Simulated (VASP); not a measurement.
# HfN (Fm-3m) in VASP: further runs, part 3 of 3

VASP 6.6.1. Earlier steps stand in the parts before.

**6. Relaxation of cell and atoms, PBE**

INCAR

```
  ALGO = Normal
  EDIFF = 1E-6
  EDIFFG = -0.005
  ENCUT = 600
  GGA = PE
  IBRION = 2
  ISIF = 3
  ISMEAR = -1
  LASPH = T
  LCHARG = F
  LREAL = F
  LWAVE = F
  NELM = 100
  NSW = 32
  PREC = Accurate
  SIGMA = 0.02
```

KPOINTS

```
k-points
0
Gamma
  11 11 11
```

POSCAR

```
HfN
1.0
    0.0000000000      2.2740609709      2.2740609709
    2.2740609709      0.0000000000      2.2740609709
    2.2740609709      2.2740609709      0.0000000000
Hf N
1 1
Direct
    0.0000000000      0.0000000000      0.0000000000
    0.5000000000      0.5000000000      0.5000000000
```

Potentials or basis: VASP PAW PBE potentials, release 64 (Hf_pv, N).

Launch:

```bash
cat potpaw_PBE.64/Hf_pv/POTCAR potpaw_PBE.64/N/POTCAR > POTCAR
mpirun -np 1 vasp_std > vasp.out
```

OUTCAR:

```text
EDIFF = 1E-6
   EDIFFG = -0.005
   ENCUT = 600
   GGA = PE
   IBRION = 2
   ISIF = 3
   ISMEAR = -1
   LASPH = T
   LREAL = F
   NELM = 100
   NSW = 32
   PREC = Accurate

 ion  position               nearest neighbor table
   1  0.000  0.000  0.000-   2 2.27   2 2.27   2 2.27   2 2.27   2 2.27   2 2.27
   2  0.500  0.500  0.500-   1 2.27   1 2.27   1 2.27   1 2.27   1 2.27   1 2.27

  LATTYP: Found a face centered cubic cell.
 ALAT       =     4.5481219418

  Lattice vectors:

 A1 = (   0.0000000000,   2.2740609709,   2.2740609709)
 A2 = (   2.2740609709,   0.0000000000,   2.2740609709)
 A3 = (   2.2740609709,   2.2740609709,   0.0000000000)

Analysis of symmetry for initial positions (statically):
=====================================================================
 Subroutine PRICEL returns:
 Original cell was already a primitive cell.

 Routine SETGRP: Setting up the symmetry group for a
 face centered cubic supercell.

 Subroutine GETGRP returns: Found 48 space group operations
 (whereof 48 operations were pure point group operations)
 out of a pool of 48 trial point group operations.

The static configuration has the point symmetry O_h .

Analysis of symmetry for dynamics (positions and initial velocities):
=====================================================================
 Subroutine PRICEL returns:
 Original cell was already a primitive cell.

 Routine SETGRP: Setting up the symmetry group for a
[... 229 lines left out ...]
 Free energy of the ion-electron system (eV)
  ---------------------------------------------------
  ext. energy  EPLUGINS =         0.00000000
  ---------------------------------------------------
  free energy    TOTEN  =       -21.75417686 eV

  energy without entropy =      -21.75306881  energy(sigma->0) =      -21.75362283

 E-fermi :   8.2315     XC(G=0): -12.6761

 val. band max:        8.2282635395   @ k =   0.4545   0.1818   0.0000
 cond. band min:       8.2748884769   @ k =  -0.0909   0.0909   0.0000
 fundamental gap:      0.0466249374
 Fermi energy:         8.2315154462

 k-point     1 :       0.0000    0.0000    0.0000
  band No.  band energies     occupation
      1     -22.9085      2.00000
      2     -22.9085      2.00000
      3     -22.9085      2.00000
      4      -9.1555      2.00000
      5       5.2771      2.00000
      6       5.2771      2.00000
      7       5.2771      2.00000
      8       7.9478      2.00000
      9       7.9478      2.00000
     10       7.9478      2.00000
     11       9.9845      0.00000
[... 309 lines left out ...]
 k-point    24 :      -0.1818    0.1818    0.0000
  band No.  band energies     occupation
      1     -23.4253      2.00000
      2     -23.0990      2.00000
      3     -22.9424      2.00000
      4      -7.6741      2.00000
      5       1.3568      2.00000
      6       2.8065      2.00000
      7       3.5304      2.00000
      8       9.1264      0.00000
      9       9.3460      0.00000
     10      11.3039      0.00000
     11      11.4826      0.00000

 [... further k-points ...]

------------------------ aborting loop because EDIFF is reached ----------------------------------------

  FORCE on cell =-STRESS in cart. coord.  units (eV):
  Direction    XX          YY          ZZ          XY          YZ          ZX
  --------------------------------------------------------------------------------------
  -------------------------------------------------------------------------------------
  Total       -0.0004276     -0.0004276     -0.0004276      0.0000000      0.0000000      0.0000000
  in kB       -0.0293958     -0.0293958     -0.0293958      0.0000000      0.0000000      0.0000000
  external PRESSURE =      -0.0293958 kB  Pullay stress =       0.0000000 kB
[... 17 lines left out ...]
  FREE ENERGIE OF THE ION-ELECTRON SYSTEM (eV)
  ---------------------------------------------------
  free  energy   TOTEN  =       -21.7541768598 eV

  energy  without entropy=      -21.7530688101  energy(sigma->0) =      -21.75362283

 reached required accuracy - stopping structural energy minimisation
```

OSZICAR:

```text
N       E                     dE             d eps       ncg     rms          rms(c)
DAV:   1     0.448698678784E+02    0.44870E+02   -0.89839E+03  1232   0.144E+03
DAV:   2    -0.223869089824E+02   -0.67257E+02   -0.63482E+02  1692   0.282E+02
DAV:   3    -0.247455790496E+02   -0.23587E+01   -0.23441E+01  1592   0.459E+01
[... 23 lines left out ...]
DAV:   3    -0.217543065718E+02    0.32676E-02   -0.69890E-03  1346   0.814E-01    0.600E-01
DAV:   4    -0.217541952844E+02    0.11129E-03   -0.42104E-04  1540   0.216E-01    0.365E-01
DAV:   5    -0.217541780896E+02    0.17195E-04   -0.44998E-05  1457   0.570E-02    0.381E-02
DAV:   6    -0.217541766706E+02    0.14190E-05   -0.45698E-06  1488   0.218E-02    0.954E-03
DAV:   7    -0.217541768598E+02   -0.18917E-06   -0.17634E-07   706   0.466E-03
   3 F= -.21754177E+02 E0= -.21753623E+02  d E =-.165542E-02
```

Wall time 19 s (1 thread of Intel Xeon 6975P-C (Granite Rapids), shared host); peak memory 0.18 GiB.

Results:

* Free energy: -21.7542 eV
* Relaxed volume: 11.65 Å³/atom
* Relaxed cell: a = 3.206 Å, b = 3.206 Å, c = 3.206 Å, α = 60.00°, β = 60.00°, γ = 60.00°
* Space group after relaxing (to 0.05 Å): Fm-3m (No. 225)
* Energy gained by relaxing: 0.8 meV/atom
* Ionic steps: 3
* Pressure after relaxing: 0.0 GPa

Step by step:
| step | energy change (eV) | largest force (eV/Å) | pressure (GPa) | volume (Å³) |
| --- | --- | --- | --- | --- |
| 1 | 0.0000 | 0.0000 | -2.43 | 23.52 |
| 2 | 0.0039 | 0.0000 | 4.71 | 22.92 |
| 3 | -0.0017 | 0.0000 | 0.00 | 23.31 |

Final structure:
```yaml
crystal:
  lattice:
    - [0.00000, 2.26712, 2.26712]
    - [2.26712, 0.00000, 2.26712]
    - [2.26712, 2.26712, 0.00000]
  atoms:
    - { symbol: Hf, position: [0.00000, 0.00000, 0.00000] }
    - { symbol: N, position: [0.50000, 0.50000, 0.50000] }
```

Levels at points of the mesh, in eV from the Fermi level:
| k point | band 6 | band 7 | band 8 | band 9 | band 10 | band 11 |
| --- | --- | --- | --- | --- | --- | --- |
| (0.00, 0.00, 0.00) | -2.95 | -2.95 | -0.28 | -0.28 | -0.28 | 1.75 |

Caveat: spin-orbit coupling is left out, which moves the levels of the heavy elements.

**7. Overview**

```tsv
task	cell	cutoff (eV)	gap on the mesh (eV)	pressure (GPa)	relaxed volume (Å³/atom)
single point	a = 3.216 Å, angles 60.0°, 2 atoms	520	none	-2.4	-
relaxation of cell and atoms	relaxed from a = 3.190 Å, angles 60.0°, 2 atoms	600	none	0.0	11.65
relaxation of cell and atoms	relaxed from a = 3.216 Å, angles 60.0°, 2 atoms	600	none	0.0	11.65
```

Alike in all rows: level PBE; potentials or basis VASP PAW PBE potentials, release 64 (Hf_pv, N); no spin polarisation; k mesh 11 × 11 × 11; smearing fermi-dirac 0.02 eV.

Caveats: spin-orbit coupling is left out, which moves the levels of the heavy elements.

Total energies depend on the potentials used, so only differences within one code and one set of settings carry meaning.
